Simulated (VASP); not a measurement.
Runs of VASP 6.6.1 on Hf2S. The structure is that of space group P6_3/mmc (No. 194), or close to it. The cells are those of the table. 

```tsv
cell	k mesh	gap on the mesh (eV)	pressure (GPa)	largest force (eV/Å)
a = 3.381, b = 3.381, c = 11.741 Å, angles 90.0, 90.0, 120.0°, 6 atoms	12 × 12 × 4	none	(a)	0.01
a = 3.401, b = 3.401, c = 11.783 Å, angles 90.0, 90.0, 120.0°, 6 atoms	12 × 12 × 4	none	(b)	0.01
a = 3.374, b = 3.374, c = 11.717 Å, angles 90.0, 90.0, 120.0°, 6 atoms	6 × 6 × 2	none	-0.1	0.05
a = 3.364, b = 3.364, c = 11.699 Å, angles 90.0, 90.0, 120.0°, 6 atoms	12 × 12 × 4	none	1.1	0.01
```

Alike in all rows: task single point; level r2SCAN; potentials or basis VASP PAW PBE potentials, release 64 (Hf_pv, S); no spin polarisation; cutoff (eV) 520; smearing gaussian 0.1 eV.

Q: Fill in the values left out.

A: (a) -0.9; (b) -2.9.

Caveats: the PAW data sets were made with another functional, which shifts forces and pressure a little; spin-orbit coupling is left out, which moves the levels of the heavy elements.

A k mesh can miss the band edges, and the runs leave out spin-orbit coupling on Hf.

A gap of «none» marks levels without a gap at the run's occupations.
